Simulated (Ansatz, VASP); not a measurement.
**One calculation of GaN, two programs**

POSCAR

```
GaN
1.0
    3.1940996559      0.0000000000      0.0000000000
   -1.5970498280      2.7661714442      0.0000000000
    0.0000000000      0.0000000000      5.2011359953
Ga N
2 2
Direct
    0.3333333333      0.6666666667     -0.0009013798
    0.6666666667      0.3333333333      0.4990986202
    0.3333333333      0.6666666667      0.3759013798
    0.6666666667      0.3333333333      0.8759013798
```

INCAR.step1

```
SYSTEM = GaN
PREC     = Accurate       ! precision mode
ENCUT    = 520            ! plane-wave cutoff, eV
ISMEAR   = 0              ! smearing method
SIGMA    = 0.01           ! smearing width, eV
LREAL    = .FALSE.        ! projectors in reciprocal space
LASPH    = .TRUE.         ! aspherical terms in the spheres
NELM     = 80             ! most SCF steps
NBANDS   = 26             ! bands
GGA      = PE             ! functional
ALGO     = Normal         ! electronic algorithm
EDIFF    = 1E-4           ! SCF threshold, eV
LWAVE    = .TRUE.         ! write WAVECAR
LCHARG   = .FALSE.        ! write CHGCAR
```

Contents of INCAR.step2:

```
SYSTEM = GaN
PREC     = Accurate       ! precision mode
ENCUT    = 520            ! plane-wave cutoff, eV
EDIFF    = 1E-6           ! SCF threshold, eV
ISMEAR   = 0              ! smearing method
SIGMA    = 0.01           ! smearing width, eV
LREAL    = .FALSE.        ! projectors in reciprocal space
LASPH    = .TRUE.         ! aspherical terms in the spheres
NELM     = 80             ! most SCF steps
ALGO     = Normal         ! electronic algorithm
ISIF     = 2              ! what is computed and relaxed
LWAVE    = .FALSE.        ! write WAVECAR
LCHARG   = .FALSE.        ! write CHGCAR
METAGGA  = R2SCAN         ! meta-GGA
LMIXTAU  = .TRUE.       
NBANDS   = 26             ! bands
ISTART   = 1
```

KPOINTS

```
Automatic mesh
0
G
  8 8 4
  0 0 0
```

Input for Ansatz:

```yaml
crystal:
  lattice:
    - [3.19409965593, 0.0, 0.0]
    - [-1.59704982796, 2.76617144425, 0.0]
    - [0.0, 0.0, 5.20113599535]
  atoms:
    - { symbol: Ga, position: [0.333333333333, 0.666666666667, -0.000901379796] }
    - { symbol: Ga, position: [0.666666666667, 0.333333333333, 0.499098620204] }
    - { symbol: "N", position: [0.333333333333, 0.666666666667, 0.375901379796] }
    - { symbol: "N", position: [0.666666666667, 0.333333333333, 0.875901379796] }
kpoints:
  mp_grid: { grid: [8, 8, 4] }
scf:
  occupations: { method: fixed }
  convergence: { dr2_threshold: 1.0e-10 }
hamiltonian:
  xc: r2scan
  pseudopotentials: { kind: paw }
output:
  forces: true
  stress: true
  eigenstates:
    kpoints:
      - [0.0, 0.0, 0.0]
      - [0.0, 0.0, -0.5]
      - [-0.5, 0.0, 0.0]
      - [-0.5, 0.5, 0.0]
      - [0.0, -0.5, 0.0]
      - [-0.5, 0.0, -0.5]
      - [-0.5, 0.5, -0.5]
      - [0.0, -0.5, -0.5]
  eigenvalues: true
```

Alike in both runs: task single point; functional r2SCAN; k mesh 8 × 8 × 4; no spin polarisation.

|  | VASP | Ansatz |
| --- | --- | --- |
| version | VASP 6.6.1 | Ansatz 0.2.0 |
| potentials or method | VASP PAW PBE potentials, release 64 (Ga_d, N) | PAW with Ansatz's default frozen-core files, scalar-relativistic |
| plane-wave cutoff (eV) | 520 | 500 |
| occupations | gaussian, width 0.01 eV | fixed |
| valence electrons in the cell | 36 | 36 |

VASP gave:

```
gap on the k mesh at the Fermi level (eV)                     : 2.27
pressure (GPa)                                                : -0.9
traceless stress, the component that is largest in VASP (GPa) : -0.05
```

**Question.** What did Ansatz give for the same quantities?

**Answer.** gap on the k mesh at the Fermi level (eV): 2.28; pressure (GPa): -2.0; traceless stress, the component that is largest in VASP (GPa): 0.01.

VASP's potentials were made for PBE, not for r2SCAN.
